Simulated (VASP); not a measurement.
Here is a VASP 6.6.1 calculation.

File INCAR:

```
SYSTEM = Pb2Se
PREC     = Accurate       ! precision mode
ENCUT    = 520            ! plane-wave cutoff, eV
EDIFF    = 1E-6           ! SCF threshold, eV
ISMEAR   = 0              ! smearing method
SIGMA    = 0.1            ! smearing width, eV
LREAL    = .FALSE.        ! projectors in reciprocal space
LASPH    = .TRUE.         ! aspherical terms in the spheres
NELM     = 60             ! most SCF steps
ALGO     = Normal         ! electronic algorithm
ISIF     = 2              ! what is computed and relaxed
LWAVE    = .FALSE.        ! write WAVECAR
LCHARG   = .FALSE.        ! write CHGCAR
GGA      = PE             ! functional
NBANDS   = 43             ! bands
```

KPOINTS

```
regular mesh
0
G
  4 4 4
  0 0 0
```

File POSCAR:

```
Pb2Se
1.0
    7.3674970718      0.0000000000      0.0000000000
    0.0000000000      7.3674970718      0.0000000000
    0.0000000000      0.0000000000      4.0110778400
Pb Se
4 2
Direct
    0.2842152298      0.2842152298      0.0000000000
    0.2157847702      0.7842152298      0.5000000000
    0.7157847702      0.7157847702      0.0000000000
    0.7842152298      0.2157847702      0.5000000000
    0.0000000000      0.0000000000      0.0000000000
    0.5000000000      0.5000000000      0.5000000000
```

Potentials or basis: VASP PAW PBE potentials, release 64 (Pb_d, Se).

Run with:

```sh
$ cat potpaw_PBE.64/Pb_d/POTCAR potpaw_PBE.64/Se/POTCAR > POTCAR
$ mpirun -np 1 vasp_std > vasp.out
```

Question: Predict the largest force.

Answer: 0.016 eV/Å.

Question: What does it give for the band gap on the k mesh?

Answer: Zero (bands 34 and 35 overlap by 0.98 eV).

Question: Estimate the pressure.

Answer: 0.2 GPa.

Forces in eV/Å, atoms in the order of the input:
```
Pb   0.011  0.011  0.000
Pb  -0.011  0.011  0.000
Pb  -0.011 -0.011  0.000
Pb   0.011 -0.011  0.000
Se   0.000  0.000  0.000
Se   0.000  0.000  0.000
```

Caveat: the k points lie up to 0.39 Å⁻¹ apart, too coarse for converged energies and pressures of a metal; spin-orbit coupling is left out, which moves the levels of the heavy elements.
